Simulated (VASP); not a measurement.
A run of VASP 6.6.1 is set up as follows.

The input INCAR:

```
ALGO = Normal ; EDIFF = 1E-6
ENCUT = 520 ; GGA = CA
ISIF = 2 ; ISMEAR = 0
KPAR = 2 ; LASPH = True
LCHARG = False ; LREAL = False
LWAVE = False ; NBANDS = 35
NELM = 80 ; PREC = Accurate
SIGMA = 0.03
```

Contents of KPOINTS:

```
k-points
0
Gamma
  6 6 8
```

File POSCAR:

```
SnO2                                    
1.0
    4.7714001542      0.0000000000      0.0000000000
   -0.0000000000      4.7714001542      0.0000000000
    0.0000000000      0.0000000000      3.2165924293
  Sn              O             
     2     4
Direct
     0.0000000000000000    0.0000000000000000    0.0000000000000000
     0.5000000000000000    0.5000000000000000    0.5000000000000000
     0.3062614077595441    0.3062614077595441    0.0000000000000000
     0.1937385922404559    0.8062614077595440    0.5000000000000000
     0.6937385922404560    0.6937385922404560    0.0000000000000000
     0.8062614077595440    0.1937385922404559    0.5000000000000000
```

File KPOINTS_OPT:

```
explicit points
168
Reciprocal
 0.0000000000  0.0000000000  0.0000000000 1
 0.0000000000  0.0555555556  0.0000000000 1
 0.0000000000  0.1111111111  0.0000000000 1
 0.0000000000  0.1666666667  0.0000000000 1
 0.0000000000  0.2222222222  0.0000000000 1
 0.0000000000  0.2777777778  0.0000000000 1
[... 160 lines left out ...]
 0.0000000000  0.0000000000  0.5177501500 1
 0.0000000000  0.0000000000  0.4822498500 1
```

Potentials or basis: VASP PAW LDA potentials, release 64 (Sn_d, O).

Command:

```console
$ cat potpaw_LDA.64/Sn_d/POTCAR potpaw_LDA.64/O/POTCAR > POTCAR
$ mpirun -np 2 vasp_std > vasp.out
```

Estimate the band gap on the k mesh.

0.87 eV.

Estimate the band gap along the path.

0.87 eV.

Estimate the pressure.

-4.7 GPa.

Forces on the atoms (eV/Å):
```
Sn   0.000  0.000  0.000
Sn   0.000  0.000  0.000
O    0.029  0.029  0.000
O   -0.029  0.029  0.000
O   -0.029 -0.029  0.000
O    0.029 -0.029  0.000
```

Caveat: the cell stands under tension; spin-orbit coupling is left out, which moves the levels of the heavy elements.
